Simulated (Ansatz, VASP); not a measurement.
## One calculation of SiNi, two programs

```
Ni Si
1.0
     3.11276    0.00000    0.00000
    -1.55638    2.69573    0.00000
     0.00000    0.00000    4.41700
Ni Si
2 2
Direct
  0.00000 0.00000 0.00000
  0.00000 0.00000 0.50000
  0.33333 0.66667 0.25000
  0.66667 0.33333 0.75000
```

Change from the starting cell: volume scaled by 0.72, LAPW.

Alike in both runs: task single point; functional PBE; k mesh 11 × 11 × 6; occupations fermi-dirac, width 0.1 eV; no spin polarisation.

```csv
,VASP,Ansatz
version,VASP 6.6.1,Ansatz 0.2.0
potentials or method,"VASP PAW PBE potentials, release 64 (Ni, Si), cutoff 520 eV","all-electron LAPW, scalar-relativistic"
```

|  | VASP | Ansatz | Ansatz less VASP |
| --- | --- | --- | --- |
| pressure (GPa) | 111.1 | 111.4 | +0.33 |
| traceless stress, the component that is largest in VASP (GPa) | 0.11 | 0.06 | -0.045 |

Both programs put the cell under a high pressure, so it lies far from rest at this level. Ansatz ran all-electron here, and VASP with PAW potentials.

Noted on VASP's run: the cell as given lies far from equilibrium.
